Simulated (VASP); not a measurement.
# AlN in VASP: further runs

The runs below take AlN through single point, with PBE.

All numbers are computed with VASP 6.6.1; they aren't measurements. Logs are shortened: lines on timing, memory, paths and dates and some standing lists are left out, and cuts for length are marked.

**1. The cell of the first run**

It takes space group P6_3/mmc (No. 194, hexagonal). Conventional cell: a = 3.334 Å, b = 3.334 Å, c = 4.215 Å, α = 90.00°, β = 90.00°, γ = 120.00°. Within 2.6 Å of Al (site symmetry -6m2) lie 5 N at 1.92 to 2.11 Å. Within 2.6 Å of N (site symmetry -6m2) lie 5 Al at 1.92 to 2.11 Å.

**2. Single point, PBE (10.14 Å³/atom)**

Input file INCAR:

```
  PREC = Accurate
  ENCUT = 520
  EDIFF = 1E-7
  ISMEAR = -1
  SIGMA = 0.05
  LREAL = False
  LASPH = True
  NELM = 100
  ALGO = Normal
  ISIF = 2
  LWAVE = False
  LCHARG = False
  GGA = PE
  NBANDS = 16
```

Input file KPOINTS:

```
Automatic mesh
0
Gamma
  9 9 7
```

Input file POSCAR:

```
AlN
1.0
    3.3340509224      0.0000000000      0.0000000000
   -1.6670254612      2.8873727963      0.0000000000
    0.0000000000      0.0000000000      4.2152960135
Al N
2 2
Direct
    0.6666666667      0.3333333333      0.2500000000
    0.3333333333      0.6666666667      0.7500000000
    0.6666666667      0.3333333333      0.7500000000
    0.3333333333      0.6666666667      0.2500000000
```

Potentials or basis: VASP PAW PBE potentials, release 64 (Al, N).

Started as:

```sh
$ cat potpaw_PBE.64/Al/POTCAR potpaw_PBE.64/N/POTCAR > POTCAR
$ mpirun -np 1 vasp_std > vasp.out
```

OUTCAR:

```text
PREC = Accurate
   ENCUT = 520
   EDIFF = 1E-7
   ISMEAR = -1
   LREAL = False
   LASPH = True
   NELM = 100
   ISIF = 2
   GGA = PE

 ion  position               nearest neighbor table
   1  0.667  0.333  0.250-   4 1.92   4 1.92   4 1.92   3 2.11   3 2.11   2 2.85   2 2.85   2 2.85
                             2 2.85   2 2.85   2 2.85
   2  0.333  0.667  0.750-   3 1.92   3 1.92   3 1.92   4 2.11   4 2.11   1 2.85   1 2.85   1 2.85
                             1 2.85   1 2.85   1 2.85
   3  0.667  0.333  0.750-   2 1.92   2 1.92   2 1.92   1 2.11   1 2.11
   4  0.333  0.667  0.250-   1 1.92   1 1.92   1 1.92   2 2.11   2 2.11

  LATTYP: Found a hexagonal cell.
 ALAT       =     3.3340509224
 C/A-ratio  =     1.2643166261

  Lattice vectors:

 A1 = (   3.3340509224,   0.0000000000,   0.0000000000)
 A2 = (  -1.6670254612,   2.8873727963,   0.0000000000)
 A3 = (   0.0000000000,   0.0000000000,   4.2152960135)

Analysis of symmetry for initial positions (statically):
=====================================================================
 Subroutine PRICEL returns:
 Original cell was already a primitive cell.

 Routine SETGRP: Setting up the symmetry group for a
 hexagonal supercell.

 Subroutine GETGRP returns: Found 24 space group operations
 (whereof 12 operations were pure point group operations)
 out of a pool of 24 trial point group operations.

The static configuration has the point symmetry D_3d.
 The point group associated with its full space group is D_6h.

Analysis of symmetry for dynamics (positions and initial velocities):
=====================================================================
 Subroutine PRICEL returns:
 Original cell was already a primitive cell.

 Routine SETGRP: Setting up the symmetry group for a
 hexagonal supercell.

 Subroutine GETGRP returns: Found 24 space group operations
 (whereof 12 operations were pure point group operations)
 out of a pool of 24 trial point group operations.

The dynamic configuration has the point symmetry D_3d.
 The point group associated with its full space group is D_6h.

 Subroutine INISYM returns: Found 24 space group operations
 (whereof 12 operations are pure point group operations),
 and found     1 'primitive' translations

----------------------------------------------------------------------------------------

                                     Primitive cell

  volume of cell :      40.5792

  direct lattice vectors                    reciprocal lattice vectors
     3.334050922  0.000000000  0.000000000     0.299935431  0.173167802  0.000000000
    -1.667025461  2.887372796  0.000000000     0.000000000  0.346335604  0.000000000
     0.000000000  0.000000000  4.215296013     0.000000000  0.000000000  0.237231264

  length of vectors
     3.334050922  3.334050922  4.215296013     0.346335604  0.346335604  0.237231264

  position of ions in fractional coordinates (direct lattice)
     0.666666667  0.333333333  0.250000000
     0.333333333  0.666666667  0.750000000
     0.666666667  0.333333333  0.750000000
     0.333333333  0.666666667  0.250000000

  ion indices of the primitive-cell ions
   primitive index   ion index
                 1           1
                 2           2
                 3           3
                 4           4

----------------------------------------------------------------------------------------

 KPOINTS: Automatic mesh

Automatic generation of k-mesh.
 Grid dimensions read from file:
 generate k-points for:    9    9    7

 Generating k-lattice:

  Cartesian coordinates                     Fractional coordinates (reciprocal lattice)
     0.033326159  0.019240867  0.000000000     0.111111111  0.000000000  0.000000000
     0.000000000  0.038481734  0.000000000     0.000000000  0.111111111  0.000000000
     0.000000000  0.000000000  0.033890181     0.000000000  0.000000000  0.142857143

  Length of vectors
     0.038481734  0.038481734  0.033890181

  Shift w.r.t. Gamma in fractional coordinates (k-lattice)
     0.000000000  0.000000000  0.000000000

 Subroutine IBZKPT returns following result:
 ===========================================

 Found     48 irreducible k-points:

 Following reciprocal coordinates:
            Coordinates               Weight
  0.000000  0.000000  0.000000      1.000000
  0.111111  0.000000  0.000000      6.000000
  0.222222 -0.000000  0.000000      6.000000
  0.333333 -0.000000  0.000000      6.000000
  0.444444 -0.000000  0.000000      6.000000
  0.111111  0.111111  0.000000      6.000000
[... 16 lines left out ...]
  0.333333  0.222222  0.142857     24.000000
  0.333333  0.333333  0.142857      4.000000
 [... further k-points ...]
   k-points           NKPTS =     48   k-points in BZ     NKDIM =     48   number of bands    NBANDS=     16
   number of dos      NEDOS =    301   number of ions     NIONS =      4
   total plane-waves  NPLWV =  25088
   dimension x,y,z NGX =    28 NGY =   28 NGZ =   32
   dimension x,y,z NGXF=    56 NGYF=   56 NGZF=   64
   ions per type =               2   2
   NGX,Y,Z   is equivalent  to a cutoff of  13.96, 13.96, 12.62 a.u.
   NGXF,Y,Z  is equivalent  to a cutoff of  27.92, 27.92, 25.24 a.u.
 SYSTEM =  unknown system
   PREC   = accura    normal or accurate (medium, high low for compatibility)
   ISTART =      0    job   : 0-new  1-cont  2-samecut
   ICHARG =      2    charge: 1-file 2-atom 10-const
   ISPIN  =      1    spin polarized calculation?
   LNONCOLLINEAR =      F non collinear calculations
   LSORBIT =      F    spin-orbit coupling
   LASPH  =      T    aspherical Exc in radial PAW
   ENCUT  =  520.0 eV  38.22 Ry    6.18 a.u.   6.20  6.20  7.84*2*pi/ulx,y,z
   NELM   =    100;   NELMIN=  2; NELMDL= -5     # of ELM steps
   EDIFF  = 0.1E-06   stopping-criterion for ELM
   LREAL  =      F    real-space projection
   EDIFFG = 0.1E-05   stopping-criterion for IOM
   NSW    =      0    number of steps for IOM
   IBRION =     -1    ionic relax: 0-MD 1-quasi-New 2-CG
   NFREE  =      0    steps in history (QN), initial steepest desc. (CG)
   ISIF   =      2    stress and relaxation
   ISYM   =      2    0-nonsym 1-usesym 2-fastsym
   POTIM  = 0.5000    time-step for ionic-motion
   TEBEG  =    0.0;   TEEND  =   0.0 temperature during run
   PSTRESS=    0.0 pullay stress
   NELECT =      16.0000    total number of electrons
   NUPDOWN=      -1.0000    fix difference up-down
   EMIN   =  10.00;   EMAX   =-10.00  energy-range for DOS
   EFERMI =   0.00;   METHOD = LEGACY
   ISMEAR =    -1;   SIGMA  =   0.05  broadening in eV -4-tet -1-fermi 0-gaus
   EFERMI_NEDOS =   21; number of points for ismear=-14 and -15
   IALGO  =     38    algorithm
   IMIX   =      4    mixing-type and parameters
     AMIX     =   0.40;   BMIX     =  1.00
     AMIX_MAG =   1.60;   BMIX_MAG =  1.00
  volume/ion in A,a.u.               =      10.14        68.46
  Fermi-wavevector in a.u.,A,eV,Ry     =   1.200458  2.268537 19.607360  1.441100
  Thomas-Fermi vector in A             =   2.336294
   LORBIT       =      0    0 simple, 1 ext, 2 COOP (PROOUT), +10 PAW based schemes
   GGA     = PE    functional components
[... 5 lines left out ...]
 non-spin polarized calculation
  energy-cutoff  :      520.00
  volume of cell :       40.58
 maximum number of plane-waves:      1106
 NGX is ok and might be reduce to    28
   NGX = 13   NGY = 13   NGZ = 15

 number of electron      15.9999998 magnetization

 Free energy of the ion-electron system (eV)
  ---------------------------------------------------
  ext. energy  EPLUGINS =         0.00000000
  ---------------------------------------------------
  free energy    TOTEN  =       -29.30940434 eV

  energy without entropy =      -29.30940434  energy(sigma->0) =      -29.30940434

 E-fermi :   8.7073     XC(G=0): -11.0738

 val. band max:        7.7282728401   @ k =   0.0000   0.0000   0.0000
 cond. band min:      10.8476419758   @ k =   0.0000   0.0000   0.0000
 fundamental gap:      3.1193691357
 Fermi energy:         8.7073129738

 k-point     1 :       0.0000    0.0000    0.0000
  band No.  band energies     occupation
      1      -8.9014      2.00000
      2      -5.3776      2.00000
      3       0.9874      2.00000
      4       4.5167      2.00000
      5       4.5167      2.00000
      6       6.1571      2.00000
[... 8 lines left out ...]
     15      19.3759      0.00000
     16      19.6046      0.00000

 k-point     2 :       0.1111    0.0000    0.0000
  band No.  band energies     occupation
      1      -8.7644      2.00000
      2      -5.3738      2.00000
      3       1.1365      2.00000
      4       4.0183      2.00000
      5       4.3215      2.00000
      6       5.6574      2.00000
[... 8 lines left out ...]
     15      19.0326      0.00000
     16      19.1430      0.00000

 k-point     3 :       0.2222   -0.0000    0.0000
  band No.  band energies     occupation
      1      -8.3720      2.00000
      2      -5.4057      2.00000
      3       1.5712      2.00000
      4       2.9465      2.00000
      5       3.9216      2.00000
      6       4.7510      2.00000
[... 8 lines left out ...]
     15      18.0826      0.00000
     16      19.9645      0.00000

 k-point     4 :       0.3333   -0.0000    0.0000
  band No.  band energies     occupation
      1      -7.7921      2.00000
      2      -5.5760      2.00000
      3       1.9614      2.00000
      4       2.2391      2.00000
      5       3.5578      2.00000
      6       3.9653      2.00000
[... 8 lines left out ...]
     15      18.9539      0.00000
     16      20.3717      0.00000

 k-point     5 :       0.4444   -0.0000    0.0000
  band No.  band energies     occupation
      1      -7.2147      2.00000
      2      -5.8941      2.00000
      3       1.4239      2.00000
      4       2.9462      2.00000
      5       3.3522      2.00000
      6       3.5109      2.00000
[... 8 lines left out ...]
     15      20.4995      0.00000
     16      20.6636      0.00000

 k-point     6 :       0.1111    0.1111    0.0000
  band No.  band energies     occupation
      1      -8.4993      2.00000
      2      -5.3875      2.00000
      3       1.4289      2.00000
      4       3.4560      2.00000
      5       3.6867      2.00000
      6       5.2130      2.00000
[... 8 lines left out ...]
     15      18.6881      0.00000
     16      19.7650      0.00000
[... 267 lines left out ...]
 k-point    21 :       0.4444    0.1111    0.1429
  band No.  band energies     occupation
      1      -6.9451      2.00000
      2      -6.0231      2.00000
      3       1.0726      2.00000
      4       2.6961      2.00000
      5       2.8860      2.00000
      6       4.0446      2.00000
[... 8 lines left out ...]
     15      19.7580      0.00000
     16      20.8597      0.00000

 k-point    22 :       0.2222    0.2222    0.1429
  band No.  band energies     occupation
      1      -7.3817      2.00000
      2      -5.7697      2.00000
      3       1.7047      2.00000
      4       1.9383      2.00000
      5       3.6586      2.00000
      6       3.8367      2.00000
[... 8 lines left out ...]
     15      19.4866      0.00000
     16      20.6253      0.00000

 k-point    23 :       0.3333    0.2222    0.1429
  band No.  band energies     occupation
      1      -6.8454      2.00000
      2      -6.0494      2.00000
      3       1.3299      2.00000
      4       2.1492      2.00000
      5       2.9098      2.00000
      6       4.3534      2.00000
[... 8 lines left out ...]
     15      19.3113      0.00000
     16      20.7460      0.00000

 k-point    24 :       0.3333    0.3333    0.1429
  band No.  band energies     occupation
      1      -6.3987      2.00000
      2      -6.3987      2.00000
      3       1.2933      2.00000
      4       2.4010      2.00000
      5       2.4010      2.00000
      6       4.8825      2.00000
[... 8 lines left out ...]
     15      18.8425      0.00000
     16      20.4357      0.00000

 [... further k-points ...]

------------------------ aborting loop because EDIFF is reached ----------------------------------------

  FORCE on cell =-STRESS in cart. coord.  units (eV):
  Direction    XX          YY          ZZ          XY          YZ          ZX
  --------------------------------------------------------------------------------------
  -------------------------------------------------------------------------------------
  Total       -1.0695514     -1.0695514     -0.8640873      0.0000000      0.0000000      0.0000000
  in kB      -42.2288320    -42.2288320    -34.1165426      0.0000000      0.0000000      0.0000000
  external PRESSURE =     -39.5247355 kB  Pullay stress =       0.0000000 kB

 VOLUME and BASIS-vectors are now :
 -----------------------------------------------------------------------------
  energy-cutoff  :      520.00
  volume of cell :       40.58
      direct lattice vectors                 reciprocal lattice vectors
     3.334050922  0.000000000  0.000000000     0.299935431  0.173167802  0.000000000
    -1.667025461  2.887372796  0.000000000     0.000000000  0.346335604  0.000000000
     0.000000000  0.000000000  4.215296013     0.000000000  0.000000000  0.237231264

 POSITION                                       TOTAL-FORCE (eV/Angst)
 -----------------------------------------------------------------------------------
      1.66703      0.96246      1.05382        -0.000000      0.000000      0.000000
     -0.00000      1.92492      3.16147         0.000000     -0.000000      0.000000
      1.66703      0.96246      3.16147         0.000000      0.000000     -0.000000
     -0.00000      1.92492      1.05382         0.000000     -0.000000     -0.000000
 -----------------------------------------------------------------------------------
    total drift:                               -0.000000      0.000000     -0.000000

  FREE ENERGIE OF THE ION-ELECTRON SYSTEM (eV)
  ---------------------------------------------------
  free  energy   TOTEN  =       -29.3094043447 eV

  energy  without entropy=      -29.3094043446  energy(sigma->0) =      -29.30940434
```

Run time: 43 s. Hardware: 1 thread of Intel Xeon 8259CL, shared host; peak memory 0.17 GiB.

What came out:

```
Free energy            : -29.3094 eV
Pressure               : -4.0 GPa
Band gap on the k mesh : 3.12 eV
```

Levels at points of the mesh, in eV from the valence-band top:
```csv
k point,band 4,band 5,band 6,band 7,band 8,band 9,band 10,band 11,band 12,band 13
"(0.00, 0.00, 0.00)",-3.21,-3.21,-1.57,-1.57,0.00,3.12,4.24,8.13,8.13,11.07
```

Caveat: the cell stands under tension; an odd mesh through Γ misses points on the zone boundary, where band edges can lie.

(Continued in part 2 of 2.)
